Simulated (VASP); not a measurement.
Here is a VASP 6.6.1 calculation.

Contents of INCAR:

```
ALGO = Normal
EDIFF = 1E-6
ENCUT = 520
GGA = PE
ISIF = 2
ISMEAR = -1
LASPH = T
LCHARG = F
LREAL = F
LWAVE = F
NBANDS = 30
NELM = 80
PREC = Accurate
SIGMA = 0.08
```

File KPOINTS:

```
k-points
0
Gamma
  8 8 11
```

File POSCAR:

```
Rh
1.0
    4.0092286748      0.0000000000      0.0000000000
   -2.0046143374      3.4720938819      0.0000000000
    0.0000000000      0.0000000000      2.4297879265
Rh
3
Direct
    0.0000000000      0.0000000000      0.0000000000
    0.3333333333      0.6666666667      0.5000000000
    0.6666666667      0.3333333333      0.5000000000
```

Potentials or basis: VASP PAW PBE potentials, release 64 (Rh_pv).

Run with:

```bash
$ cat potpaw_PBE.64/Rh_pv/POTCAR > POTCAR
$ mpirun -np 1 vasp_std > vasp.out
```

Estimate the pressure.

111.5 GPa.

Stress tensor (GPa, compression positive):
```
111.53   0.00   0.00
  0.00 111.53   0.00
  0.00   0.00 111.34
```
